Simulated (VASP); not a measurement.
Write the native input for VASP 6.6.1 that does the following.

- Task: single point
- Functional: PBE
- Potentials or basis: VASP PAW PBE potentials, release 64 (Cd, Te)
- Cutoff: 520 eV
- k mesh: 8 × 8 × 8
- Occupations: gaussian, width 0.05 eV
- Spin: no spin polarisation
- Dipole correction: no
- Further INCAR settings: ALGO = Normal; EDIFF = 1e-06; NBANDS = 16

The structure of CdTe lies in POSCAR:

```
CdTe
1.0
    0.0000000000      3.2530750000      3.3011500000
    3.2530750000      0.0000000000      3.3011500000
    3.2530750000      3.2530750000      0.0000000000
Cd Te
1 1
Direct
    0.0000000000      0.0000000000      0.0000000000
    0.7500000000      0.7500000000      0.7500000000
```

This cell differs from its parent crystal: strain +0.015 along x and y, +0.030 along z.

One way to write it, as run:

INCAR

```
PREC = Accurate
ENCUT = 520
EDIFF = 1E-6
ISMEAR = 0
SIGMA = 0.05
LREAL = False
LASPH = True
NELM = 60
ALGO = Normal
ISIF = 2
LWAVE = False
LCHARG = False
GGA = PE
NBANDS = 16
```

KPOINTS

```
regular mesh
0
Gamma
  8 8 8
```

Potentials or basis: VASP PAW PBE potentials, release 64 (Cd, Te).

Launch:

```sh
$ cat potpaw_PBE.64/Cd/POTCAR potpaw_PBE.64/Te/POTCAR > POTCAR
$ mpirun -np 1 vasp_std > vasp.out
```

Results of the run:

```
Pressure               : 1.5 GPa
Band gap on the k mesh : 0.68 eV
```

Caveat: the cell differs from its parent crystal (strain +0.015 along x and y, +0.030 along z); semilocal functionals underestimate gaps, and a narrow one can read as zero; spin-orbit coupling is left out, which moves the levels of the heavy elements.

Run time: 84 s on 1 thread of Intel Xeon 8259CL, on a shared host, peak memory 0.25 GiB.
